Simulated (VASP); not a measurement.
# C12F in VASP: relaxation of the atoms with PBE

Aim: the relaxation of the atoms of C12F with PBE.

Program: VASP 6.6.1. These are calculated values, not measurements. Logs are shortened: lines on timing, memory, paths and dates and some standing lists are left out, and cuts for length are marked.

### 1 The cell of the first run

The cell holds a wire or tube with vacuum around it, 13 atoms: a = 4.933 Å, b = 8.872 Å, c = 20.291 Å, α = 90.00°, β = 90.00°, γ = 97.99°.

### 2 Relaxation of the atoms, PBE

Contents of INCAR:

```
SYSTEM = C12F
PREC = Accurate
ENCUT = 520
EDIFF = 1E-7
ISMEAR = 0
SIGMA = 0.1
LREAL = .FALSE.
LASPH = .TRUE.
NELM = 120
ALGO = Normal
ISIF = 2
LWAVE = .FALSE.
LCHARG = .FALSE.
LDIPOL = .TRUE.
IDIPOL = 3
DIPOL = 0.5 0.5 0.330
GGA = PE
IBRION = 2
NSW = 36
EDIFFG = -0.025
GGA_COMPAT = .FALSE.
NELMIN = 4
NELMDL = -8
KPAR = 4
```

Contents of KPOINTS:

```
Automatic mesh
0
G
  6 3 1
  0 0 0
```

Contents of POSCAR:

```
C12F
1.0
    4.9326910638      0.0000000000      0.0000000000
   -1.2331727659      8.7858796652      0.0000000000
    0.0000000000      0.0000000000     20.2907138818
C F
12 1
Selective dynamics
Direct
    0.0197005045      0.0788020181      0.1971345130  F F F
    0.5197005045      0.0788020181      0.1971345130  F F F
    0.2746256306      0.0985025226      0.2311704222  F F F
    0.7746256306      0.0985025226      0.2311704222  F F F
    0.2844758829      0.1379035317      0.2992422405  F F F
    0.7844758829      0.1379035317      0.2992422405  F F F
    0.0392966979      0.1571967124      0.3324023561  F F F
    0.5392966979      0.1571967124      0.3324023561  F F F
    0.0496769462      0.1987212371      0.4035397332  F F F
    0.5496769462      0.1987212371      0.4035397332  F F F
    0.3040736101      0.2163107364      0.4332382751  F F F
    0.8040736101      0.2163107364      0.4332382751  F F F
    0.3040736101      0.2163107364      0.4992783369  F F T
```

Potentials or basis: VASP PAW PBE potentials, release 64 (C, F).

Command:

```bash
$ cat potpaw_PBE.64/C/POTCAR potpaw_PBE.64/F/POTCAR > POTCAR
$ mpirun -np 4 vasp_std > vasp.out
```

OUTCAR:

```text
SYSTEM = C12F
   PREC = Accurate
   ENCUT = 520
   EDIFF = 1E-7
   ISMEAR = 0
   LREAL = .FALSE.
   LASPH = .TRUE.
   NELM = 120
   ISIF = 2
   GGA = PE
   IBRION = 2
   NSW = 36
   EDIFFG = -0.025
   NELMIN = 4
   NELMDL = -8

 ion  position               nearest neighbor table
   1  0.020  0.079  0.197-   3 1.42   4 1.42
   2  0.520  0.079  0.197-   4 1.42   3 1.42
   3  0.275  0.099  0.231-   1 1.42   5 1.42   2 1.42
   4  0.775  0.099  0.231-   2 1.42   6 1.42   1 1.42
   5  0.284  0.138  0.299-   8 1.41   7 1.41   3 1.42
   6  0.784  0.138  0.299-   7 1.41   8 1.41   4 1.42
   7  0.039  0.157  0.332-   6 1.41   5 1.41   9 1.49
   8  0.539  0.157  0.332-   5 1.41   6 1.41  10 1.49
   9  0.050  0.199  0.404-  11 1.38  12 1.38   7 1.49
  10  0.550  0.199  0.404-  12 1.38  11 1.38   8 1.49
  11  0.304  0.216  0.433-  13 1.34   9 1.38  10 1.38
  12  0.804  0.216  0.433-  10 1.38   9 1.38
  13  0.304  0.216  0.499-  11 1.34

  LATTYP: Found a simple monoclinic cell.
 ALAT       =     4.9326910638
 B/A-ratio  =     4.1135180816
 C/A-ratio  =     1.7986126829
 COS(beta)  =    -0.1389960175

  Lattice vectors:

 A1 = (   4.9326910638,   0.0000000000,   0.0000000000)
 A2 = (   0.0000000000,   0.0000000000, -20.2907138818)
 A3 = (  -1.2331727659,   8.7858796652,   0.0000000000)

Analysis of symmetry for initial positions (statically):
=====================================================================
 Subroutine PRICEL returns:
 Original cell was already a primitive cell.

 Routine SETGRP: Setting up the symmetry group for a
 simple monoclinic supercell.

 Subroutine GETGRP returns: Found  1 space group operations
 (whereof  1 operations were pure point group operations)
 out of a pool of  4 trial point group operations.

The static configuration has the point symmetry C_1 .

Analysis of symmetry for dynamics (positions and initial velocities):
=====================================================================
 Subroutine PRICEL returns:
 Original cell was already a primitive cell.

 Routine SETGRP: Setting up the symmetry group for a
 simple monoclinic supercell.

 Subroutine GETGRP returns: Found  1 space group operations
 (whereof  1 operations were pure point group operations)
 out of a pool of  4 trial point group operations.

[... 131 lines left out ...]
   PSTRESS=    0.0 pullay stress
   NELECT =      55.0000    total number of electrons
   NUPDOWN=      -1.0000    fix difference up-down
   EMIN   =  10.00;   EMAX   =-10.00  energy-range for DOS
   EFERMI =   0.00;   METHOD = LEGACY
   ISMEAR =     0;   SIGMA  =   0.10  broadening in eV -4-tet -1-fermi 0-gaus
   EFERMI_NEDOS =   21; number of points for ismear=-14 and -15
   IALGO  =     38    algorithm
   IMIX   =      4    mixing-type and parameters
     AMIX     =   0.40;   BMIX     =  1.00
     AMIX_MAG =   1.60;   BMIX_MAG =  1.00
  volume/ion in A,a.u.               =      67.64       456.48
  Fermi-wavevector in a.u.,A,eV,Ry     =   0.649841  1.228021  5.745644  0.422293
  Thomas-Fermi vector in A             =   1.718927
   LORBIT       =      0    0 simple, 1 ext, 2 COOP (PROOUT), +10 PAW based schemes
   GGA     = PE    functional components
   LHFCALC =     F    Hartree Fock is set to
   AEXX    =    0.0000 exact exchange contribution
   IVDW    =     0    specifies the selected vdW correction
   LEPSILON=     F    determine dielectric tensor
   LRPA    =     F    only Hartree local field effects (RPA)
 conjugate gradient relaxation of ions
 non-spin polarized calculation
 Gauss-broadening in eV      SIGMA  =   0.10
  energy-cutoff  :      520.00
  volume of cell :      879.36
 maximum number of plane-waves:     23724
 NGX is ok and might be reduce to    40
   NGX = 19   NGY = 33   NGZ = 75

 dipolmoment           0.000000      0.000000      0.230964 electrons x Angstroem

--------------------------------------- Ionic step        1  -------------------------------------------

 number of electron      55.0000004 magnetization

 Free energy of the ion-electron system (eV)
  ---------------------------------------------------
  ext. energy  EPLUGINS =         0.00000000
  ---------------------------------------------------
  free energy    TOTEN  =      -104.19832757 eV

  energy without entropy =     -104.16418798  energy(sigma->0) =     -104.18125777

------------------------ aborting loop because EDIFF is reached ----------------------------------------

  FORCE on cell =-STRESS in cart. coord.  units (eV):
  Direction    XX          YY          ZZ          XY          YZ          ZX
  --------------------------------------------------------------------------------------
  -------------------------------------------------------------------------------------
  Total        0.4106268     -0.1120970      3.2901788      0.0001965      0.8063472      0.0010100
  in kB        0.7481547     -0.2042387      5.9946466      0.0003579      1.4691501      0.0018402
  external PRESSURE =       2.1795209 kB  Pullay stress =       0.0000000 kB
[... 81 lines left out ...]
--------------------------------------- Ionic step        3  -------------------------------------------

 number of electron      55.0000006 magnetization

 dipolmoment           0.000000      0.000000     -0.121686 electrons x Angstroem

 Free energy of the ion-electron system (eV)
  ---------------------------------------------------
  ext. energy  EPLUGINS =         0.00000000
  ---------------------------------------------------
  free energy    TOTEN  =      -104.19901614 eV

  energy without entropy =     -104.16454788  energy(sigma->0) =     -104.18178201

 E-fermi :  -4.3831     XC(G=0):  -2.0974

 val. band max:       -4.3840787966   @ k =   0.5000   0.3333   0.0000
 cond. band min:      -4.2417885531   @ k =   0.0000   0.3333   0.0000
 fundamental gap:      0.1422902436
 Fermi energy:        -4.3831030436

 k-point     1 :       0.0000    0.0000    0.0000
  band No.  band energies     occupation
      1     -30.9820      2.00000
      2     -23.1886      2.00000
      3     -21.5534      2.00000
      4     -19.2122      2.00000
      5     -19.1169      2.00000
      6     -19.0049      2.00000
[... 359 lines left out ...]
     33      -0.3742      0.00000
     34       0.0525      0.00000

------------------------ aborting loop because EDIFF is reached ----------------------------------------

 vacuum level on the upper side and lower side of the slab       (xc-potential included)        -0.313         0.191

  FORCE on cell =-STRESS in cart. coord.  units (eV):
  Direction    XX          YY          ZZ          XY          YZ          ZX
  --------------------------------------------------------------------------------------
  -------------------------------------------------------------------------------------
  Total        0.4023182     -0.1119520      2.9345256      0.0002423      0.7954300      0.0009907
  in kB        0.7330166     -0.2039746      5.3466529      0.0004414      1.4492592      0.0018050
  external PRESSURE =       1.9585649 kB  Pullay stress =       0.0000000 kB
[... 28 lines left out ...]
  FREE ENERGIE OF THE ION-ELECTRON SYSTEM (eV)
  ---------------------------------------------------
  free  energy   TOTEN  =      -104.1990161449 eV

  energy  without entropy=     -104.1645478790  energy(sigma->0) =     -104.18178201

 reached required accuracy - stopping structural energy minimisation

 vacuum level on the upper side and lower side of the slab         1.161         1.672
```

OSZICAR:

```text
N       E                     dE             d eps       ncg     rms          rms(c)
DAV:   1     0.524082759882E+03    0.52408E+03   -0.18989E+04   784   0.113E+03
DAV:   2     0.111740494370E+02   -0.51291E+03   -0.50187E+03  1076   0.249E+02
DAV:   3    -0.106758607324E+03   -0.11793E+03   -0.11719E+03   816   0.134E+02
[... 67 lines left out ...]
DAV:  14    -0.104199015228E+03   -0.66984E-06   -0.78857E-08   632   0.198E-03    0.319E-04
DAV:  15    -0.104199015693E+03   -0.46480E-06   -0.30378E-08   566   0.888E-04    0.295E-04
DAV:  16    -0.104199015910E+03   -0.21740E-06   -0.54796E-09   572   0.338E-04    0.210E-04
DAV:  17    -0.104199016048E+03   -0.13765E-06   -0.48215E-09   556   0.553E-04    0.401E-05
DAV:  18    -0.104199016145E+03   -0.97174E-07   -0.10525E-09   520   0.295E-04
   3 F= -.10419902E+03 E0= -.10418178E+03  d E =-.688574E-03
```

Run time: 13 min. Hardware: 4 MPI ranks of Intel Xeon Platinum 8259CL at 2.50GHz (Skylake/Cascade Lake), shared host; peak memory 1.1 GiB.

Results:

- Free energy: -104.1990 eV
- Energy gained by relaxing: 0.1 meV/atom
- Ionic steps: 3
- Band gap on the k mesh: zero (an odd number of electrons rules out a gap without spin polarisation)

The path:
```
step  energy change (eV)  largest force on free atoms (eV/Å)  pressure (GPa)
   1              0.0000                              0.2337            0.22
   2             -0.0001                              0.2030            0.18
   3             -0.0007                              0.0001            0.20
```

Final structure:
```xyz
13
Lattice="4.9327 0.0000 0.0000 -1.2332 8.7859 0.0000 0.0000 0.0000 20.2907" Properties=species:S:1:pos:R:3 pbc="T T T"
C     0.0000    0.6923    4.0000
C     2.4663    0.6923    4.0000
C     1.2332    0.8654    4.6906
C     3.6995    0.8654    4.6906
C     1.2332    1.2116    6.0718
C     3.6995    1.2116    6.0718
C     0.0000    1.3811    6.7447
C     2.4663    1.3811    6.7447
C     0.0000    1.7459    8.1881
C     2.4663    1.7459    8.1881
C     1.2332    1.9005    8.7907
C     3.6995    1.9005    8.7907
F     1.2332    1.9005   10.1366
```

Caveat: an odd number of electrons without spin polarisation forces a metal; a magnetic or distorted state may lie lower.
